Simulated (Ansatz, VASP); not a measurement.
## PbSe: VASP beside Ansatz

```xyz
2
Lattice="0.0000 3.0621 3.0621 3.0621 0.0000 3.0621 3.0621 3.0621 0.0000" Properties=species:S:1:pos:R:3 pbc="T T T"
Pb    0.0000    0.0000    0.0000
Se    3.0997    3.0621    3.0621
```

Change from the starting cell: all Se atoms moved +0.037 Å, as atom 2 along Cartesian [1 0 0].

Alike in both runs: task single point; functional r2SCAN; k mesh 10 × 10 × 10; occupations gaussian, width 0.05 eV; no spin polarisation.

|  | VASP | Ansatz |
| --- | --- | --- |
| version | VASP 6.6.1 | Ansatz 0.2.0 |
| potentials or method | VASP PAW PBE potentials, release 64 (Pb_d, Se), cutoff 520 eV | scalar-relativistic, plane waves, PAW |
| valence electrons in the cell | 20 | 30 |

```tsv
	VASP	Ansatz	Ansatz less VASP
gap on the k mesh at the Fermi level (eV)	0.60	0.59	-0.007
least direct gap on the mesh (eV)	0.60	0.59	-0.007
pressure (GPa)	1.5	1.4	-0.03
rms of the force components (eV/Å)	0.011	0.010	-0.0009
```

VASP's potentials were made for PBE, not for r2SCAN. Atom by atom the forces differ by 0.001 eV/Å (rms over components). VASP's potentials hold 20 valence electrons a cell and Ansatz's 30, so a difference there can come from the potentials and not from the codes.

Spin-orbit coupling is off throughout.
